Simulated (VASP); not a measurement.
# Zr2O (P4_2/nnm) in VASP: a series of runs, part 2 of 2

VASP 6.6.1.

### Step 3. Single point, r2SCAN (strain +0.040 along x and y, +0.000 along z)

Contents of POSCAR:

```
Zr2O
1.0
    5.0395542010      0.0000000000      0.0000000000
    0.0000000000      5.0395542010      0.0000000000
    0.0000000000      0.0000000000      4.8457251933
Zr O
4 2
Direct
    0.2500000000      0.2500000000      0.7500000000
    0.7500000000      0.2500000000      0.2500000000
    0.2500000000      0.7500000000      0.2500000000
    0.7500000000      0.7500000000      0.7500000000
    0.0000000000      0.0000000000      0.0000000000
    0.5000000000      0.5000000000      0.5000000000
```

Contents of INCAR.step1:

```
PREC = Accurate
ENCUT = 520
ISMEAR = 0
SIGMA = 0.15
LREAL = F
LASPH = T
NELM = 60
NBANDS = 39
GGA = PE
ALGO = Normal
EDIFF = 1E-4
LWAVE = T
LCHARG = F
```

Contents of INCAR.step2:

```
PREC = Accurate
ENCUT = 520
EDIFF = 1E-6
ISMEAR = 0
SIGMA = 0.15
LREAL = F
LASPH = T
NELM = 60
ALGO = Normal
ISIF = 2
LWAVE = F
LCHARG = F
METAGGA = R2SCAN
LMIXTAU = T
NBANDS = 39
ISTART = 1
```

Contents of KPOINTS:

```
regular mesh
0
Gamma
  10 10 10
```

Potentials or basis: VASP PAW PBE potentials, release 64 (Zr_sv, O).

Started as:

```bash
$ cat potpaw_PBE.64/Zr_sv/POTCAR potpaw_PBE.64/O/POTCAR > POTCAR
$ cp INCAR.step1 INCAR
$ mpirun -np 1 vasp_std > vasp.out
$ cp INCAR.step2 INCAR
$ mpirun -np 1 vasp_std > vasp.out
```

OUTCAR:

```text
PREC = Accurate
   ENCUT = 520
   EDIFF = 1E-6
   ISMEAR = 0
   LREAL = F
   LASPH = T
   NELM = 60
   ISIF = 2
   METAGGA = R2SCAN
   ISTART = 1

 ion  position               nearest neighbor table
   1  0.250  0.250  0.750-   5 2.15   6 2.15   2 3.50   3 3.50   2 3.50   3 3.50   3 3.50   3 3.50
                             2 3.50   2 3.50   4 3.56   4 3.56   4 3.56   4 3.56
   2  0.750  0.250  0.250-   5 2.15   6 2.15   1 3.50   4 3.50   1 3.50   4 3.50   4 3.50   4 3.50
                             1 3.50   1 3.50   3 3.56   3 3.56   3 3.56   3 3.56
   3  0.250  0.750  0.250-   5 2.15   6 2.15   1 3.50   4 3.50   1 3.50   4 3.50   1 3.50   1 3.50
                             4 3.50   4 3.50   2 3.56   2 3.56   2 3.56   2 3.56
   4  0.750  0.750  0.750-   5 2.15   6 2.15   2 3.50   3 3.50   2 3.50   3 3.50   2 3.50   2 3.50
                             3 3.50   3 3.50   1 3.56   1 3.56   1 3.56   1 3.56
   5  0.000  0.000  0.000-   1 2.15   2 2.15   3 2.15   4 2.15
   6  0.500  0.500  0.500-   1 2.15   2 2.15   3 2.15   4 2.15

  LATTYP: Found a simple tetragonal cell.
 ALAT       =     5.0395542010
 C/A-ratio  =     0.9615384615

  Lattice vectors:

 A1 = (   5.0395542010,   0.0000000000,   0.0000000000)
 A2 = (   0.0000000000,   5.0395542010,   0.0000000000)
 A3 = (   0.0000000000,   0.0000000000,   4.8457251933)

Analysis of symmetry for initial positions (statically):
=====================================================================
 Subroutine PRICEL returns:
 Original cell was already a primitive cell.

 Routine SETGRP: Setting up the symmetry group for a
 simple tetragonal supercell.

 Subroutine GETGRP returns: Found 16 space group operations
 (whereof  8 operations were pure point group operations)
 out of a pool of 16 trial point group operations.

The static configuration has the point symmetry D_2d.
 The point group associated with its full space group is D_4h.

Analysis of symmetry for dynamics (positions and initial velocities):
=====================================================================
 Subroutine PRICEL returns:
 Original cell was already a primitive cell.

 Routine SETGRP: Setting up the symmetry group for a
 simple tetragonal supercell.

 Subroutine GETGRP returns: Found 16 space group operations
 (whereof  8 operations were pure point group operations)
 out of a pool of 16 trial point group operations.

The dynamic configuration has the point symmetry D_2d.
 The point group associated with its full space group is D_4h.

 Subroutine INISYM returns: Found 16 space group operations
 (whereof  8 operations are pure point group operations),
 and found     1 'primitive' translations

----------------------------------------------------------------------------------------

                                     Primitive cell

  volume of cell :     123.0674

  direct lattice vectors                    reciprocal lattice vectors
     5.039554201  0.000000000  0.000000000     0.198430250  0.000000000  0.000000000
     0.000000000  5.039554201  0.000000000     0.000000000  0.198430250  0.000000000
     0.000000000  0.000000000  4.845725193     0.000000000  0.000000000  0.206367460

  length of vectors
     5.039554201  5.039554201  4.845725193     0.198430250  0.198430250  0.206367460

  position of ions in fractional coordinates (direct lattice)
     0.250000000  0.250000000  0.750000000
     0.750000000  0.250000000  0.250000000
     0.250000000  0.750000000  0.250000000
     0.750000000  0.750000000  0.750000000
     0.000000000  0.000000000  0.000000000
[... 41 lines left out ...]
  0.200000  0.000000  0.000000      4.000000
  0.300000  0.000000  0.000000      4.000000
  0.400000  0.000000  0.000000      4.000000
  0.500000  0.000000  0.000000      2.000000
[... 16 lines left out ...]
  0.100000  0.000000  0.100000      8.000000
  0.200000  0.000000  0.100000      8.000000
 [... further k-points ...]
   k-points           NKPTS =    126   k-points in BZ     NKDIM =    126   number of bands    NBANDS=     39
   number of dos      NEDOS =    301   number of ions     NIONS =      6
   total plane-waves  NPLWV =  57600
   dimension x,y,z NGX =    40 NGY =   40 NGZ =   36
   dimension x,y,z NGXF=    80 NGYF=   80 NGZF=   72
   ions per type =               4   2
   NGX,Y,Z   is equivalent  to a cutoff of  13.20, 13.20, 12.35 a.u.
   NGXF,Y,Z  is equivalent  to a cutoff of  26.39, 26.39, 24.70 a.u.
 SYSTEM =  unknown system
   PREC   = accura    normal or accurate (medium, high low for compatibility)
   ISTART =      1    job   : 0-new  1-cont  2-samecut
   ICHARG =      0    charge: 1-file 2-atom 10-const
   ISPIN  =      1    spin polarized calculation?
   LNONCOLLINEAR =      F non collinear calculations
   LSORBIT =      F    spin-orbit coupling
   LASPH  =      T    aspherical Exc in radial PAW
   ENCUT  =  520.0 eV  38.22 Ry    6.18 a.u.   9.37  9.37  9.01*2*pi/ulx,y,z
   NELM   =     60;   NELMIN=  2; NELMDL=  0     # of ELM steps
   EDIFF  = 0.1E-05   stopping-criterion for ELM
   LREAL  =      F    real-space projection
   EDIFFG = 0.1E-04   stopping-criterion for IOM
   NSW    =      0    number of steps for IOM
   IBRION =     -1    ionic relax: 0-MD 1-quasi-New 2-CG
   NFREE  =      0    steps in history (QN), initial steepest desc. (CG)
   ISIF   =      2    stress and relaxation
   ISYM   =      2    0-nonsym 1-usesym 2-fastsym
   POTIM  = 0.5000    time-step for ionic-motion
   TEBEG  =    0.0;   TEEND  =   0.0 temperature during run
   PSTRESS=    0.0 pullay stress
   NELECT =      60.0000    total number of electrons
   NUPDOWN=      -1.0000    fix difference up-down
   EMIN   =  10.00;   EMAX   =-10.00  energy-range for DOS
   EFERMI =   0.00;   METHOD = LEGACY
   ISMEAR =     0;   SIGMA  =   0.15  broadening in eV -4-tet -1-fermi 0-gaus
   EFERMI_NEDOS =   21; number of points for ismear=-14 and -15
   IALGO  =     38    algorithm
   IMIX   =      4    mixing-type and parameters
     AMIX     =   0.40;   BMIX     =  1.00
     AMIX_MAG =   1.60;   BMIX_MAG =  1.00
  volume/ion in A,a.u.               =      20.51       138.42
  Fermi-wavevector in a.u.,A,eV,Ry     =   1.288480  2.434874 22.588119  1.660180
  Thomas-Fermi vector in A             =   2.420431
   LORBIT       =      0    0 simple, 1 ext, 2 COOP (PROOUT), +10 PAW based schemes
   METAGGA = R2SCAN    functional components
   LHFCALC =     F    Hartree Fock is set to
   AEXX    =    0.0000 exact exchange contribution
   IVDW    =     0    specifies the selected vdW correction
   LEPSILON=     F    determine dielectric tensor
   LRPA    =     F    only Hartree local field effects (RPA)
 non-spin polarized calculation
 Gauss-broadening in eV      SIGMA  =   0.15
  energy-cutoff  :      520.00
  volume of cell :      123.07
 maximum number of plane-waves:      3386
 NGX is ok and might be reduce to    40
   NGX = 19   NGY = 19   NGZ = 19

 number of electron      59.9999995 magnetization

 Free energy of the ion-electron system (eV)
  ---------------------------------------------------
  ext. energy  EPLUGINS =         0.00000000
  ---------------------------------------------------
  free energy    TOTEN  =      -113.18747892 eV

  energy without entropy =     -113.07928631  energy(sigma->0) =     -113.13338261

 E-fermi :   7.3981     XC(G=0): -11.1912

 val. band max:        7.3968958033   @ k =   0.5000   0.3000   0.4000
 cond. band min:       7.4002229863   @ k =   0.3000   0.2000   0.2000
 fundamental gap:      0.0033271830
 Fermi energy:         7.3980875329

 k-point     1 :       0.0000    0.0000    0.0000
  band No.  band energies     occupation
      1     -43.8205      2.00000
      2     -43.7522      2.00000
      3     -43.7522      2.00000
      4     -43.7446      2.00000
      5     -22.0614      2.00000
      6     -21.2295      2.00000
[... 997 lines left out ...]
     38      10.5370      0.00000
     39      10.5546      0.00000

 [... further k-points ...]
[... 5 lines left out ...]
  --------------------------------------------------------------------------------------
  -------------------------------------------------------------------------------------
  Total       -7.7571145     -7.7571145     -5.6984615      0.0000000     -0.0000000      0.0000000
  in kB     -100.9875322   -100.9875322    -74.1865505      0.0000000     -0.0000000      0.0000000
  external PRESSURE =     -92.0538716 kB  Pullay stress =       0.0000000 kB

 VOLUME and BASIS-vectors are now :
 -----------------------------------------------------------------------------
  energy-cutoff  :      520.00
  volume of cell :      123.07
      direct lattice vectors                 reciprocal lattice vectors
     5.039554201  0.000000000  0.000000000     0.198430250  0.000000000  0.000000000
     0.000000000  5.039554201  0.000000000     0.000000000  0.198430250  0.000000000
     0.000000000  0.000000000  4.845725193     0.000000000  0.000000000  0.206367460

 POSITION                                       TOTAL-FORCE (eV/Angst)
 -----------------------------------------------------------------------------------
      1.25989      1.25989      3.63429         0.000000     -0.000000     -0.000000
      3.77967      1.25989      1.21143         0.000000      0.000000      0.000000
      1.25989      3.77967      1.21143        -0.000000      0.000000      0.000000
      3.77967      3.77967      3.63429         0.000000      0.000000      0.000000
      0.00000      0.00000      0.00000         0.000000      0.000000      0.000000
      2.51978      2.51978      2.42286         0.000000      0.000000      0.000000
 -----------------------------------------------------------------------------------
    total drift:                                0.000000      0.000000      0.000000

  FREE ENERGIE OF THE ION-ELECTRON SYSTEM (eV)
  ---------------------------------------------------
  free  energy   TOTEN  =      -113.1874789180 eV

  energy  without entropy=     -113.0792863105  energy(sigma->0) =     -113.13338261
```

Wall time 42 min (1 thread of Oxide Virtual Turin-like, shared host); peak memory 0.53 GiB.

Results:

| Property | Result |
| --- | --- |
| Free energy | -113.1875 eV |
| Pressure | -9.2 GPa |
| Band gap on the k mesh | zero (bands 30 and 31 overlap by 0.91 eV) |

Caveat: the cell differs from its parent crystal (strain +0.040 along x and y, +0.000 along z); the cell stands under tension; the PAW data sets were made with another functional, which shifts forces and pressure a little.

### Step 4. Single point, r2SCAN (strain +0.040 along x and y, +0.080 along z)

POSCAR: that of step 3 with these lines changed.

```diff
@@ -4,3 +4,3 @@
     0.0000000000      5.0395542010      0.0000000000
-    0.0000000000      0.0000000000      4.8457251933
+    0.0000000000      0.0000000000      5.2333832088
 Zr O
```

Contents of INCAR.step1:

```
SYSTEM = Zr2O
ALGO = Normal
EDIFF = 1E-4
ENCUT = 520
GGA = PE
ISMEAR = 0
LASPH = .TRUE.
LCHARG = .FALSE.
LREAL = .FALSE.
LWAVE = .TRUE.
NBANDS = 39
NELM = 100
PREC = Accurate
SIGMA = 0.15
```

Contents of INCAR.step2:

```
SYSTEM = Zr2O
ALGO = Normal
EDIFF = 1E-7
ENCUT = 520
ISIF = 2
ISMEAR = 0
ISTART = 1
LASPH = .TRUE.
LCHARG = .TRUE.
LELF = .TRUE.
LMIXTAU = .TRUE.
LREAL = .FALSE.
LVHAR = .TRUE.
LWAVE = .FALSE.
METAGGA = R2SCAN
NBANDS = 39
NELM = 100
PREC = Accurate
SIGMA = 0.15
```

Contents of KPOINTS:

```
k-points
0
G
  10 10 10
  0 0 0
```

Started as:

```bash
$ cat potpaw_PBE.64/Zr_sv/POTCAR potpaw_PBE.64/O/POTCAR > POTCAR
$ cp INCAR.step1 INCAR
$ mpirun -np 1 vasp_std > vasp.out
$ cp INCAR.step2 INCAR
$ mpirun -np 1 vasp_std > vasp.out
```

Wall time 53 min (1 thread of Oxide Virtual Turin-like, shared host); peak memory 0.56 GiB.

Results (log left out):

- Free energy: -112.4163 eV
- Pressure: -15.6 GPa
- Band gap on the k mesh: zero (bands 30 and 31 overlap by 0.80 eV)

Stress tensor (GPa, compression positive):
```
-14.64   0.00   0.00
  0.00 -14.64   0.00
  0.00   0.00 -17.49
```

Levels at points of the mesh, in eV from the Fermi level:
```csv
k point,band 27,band 28,band 29,band 30,band 31,band 32,band 33,band 34
"(0.00, 0.00, 0.00)",-1.59,-1.46,-1.30,-1.30,1.12,1.39,1.96,1.97
"(0.50, 0.00, 0.00)",-0.66,-0.66,-0.22,-0.22,-0.09,-0.09,1.27,1.27
"(0.50, 0.50, 0.00)",-1.48,-1.48,-0.07,-0.07,0.23,0.23,0.93,0.93
"(0.00, 0.00, 0.50)",-0.61,-0.61,-0.32,-0.32,-0.16,-0.16,1.05,1.05
"(0.50, 0.00, 0.50)",-1.47,-1.47,-0.01,-0.01,0.20,0.20,0.93,0.93
"(0.50, 0.50, 0.50)",-2.27,0.29,0.49,0.49,0.59,0.72,0.96,1.06
```

Caveat: the cell differs from its parent crystal (strain +0.040 along x and y, +0.080 along z); the cell stands under tension; the PAW data sets were made with another functional, which shifts forces and pressure a little.

### Step 5. The runs side by side

```csv
cell,gap on the mesh (eV),pressure (GPa)
"a = 4.846, b = 4.846, c = 5.040 Å, 6 atoms",none,-5.0
"a = 5.040, b = 5.040, c = 4.846 Å, 6 atoms",none,-9.2
"a = 5.040, b = 5.040, c = 5.233 Å, 6 atoms",none,-15.6
```

Alike in all rows: task single point; level r2SCAN; potentials or basis VASP PAW PBE potentials, release 64 (Zr_sv, O); no spin polarisation; k mesh 10 × 10 × 10; cutoff (eV) 520; smearing gaussian 0.15 eV.

Caveats: the cell stands under tension; the PAW data sets were made with another functional, which shifts forces and pressure a little.

Absolute energies hang on the potentials; compare differences alone.
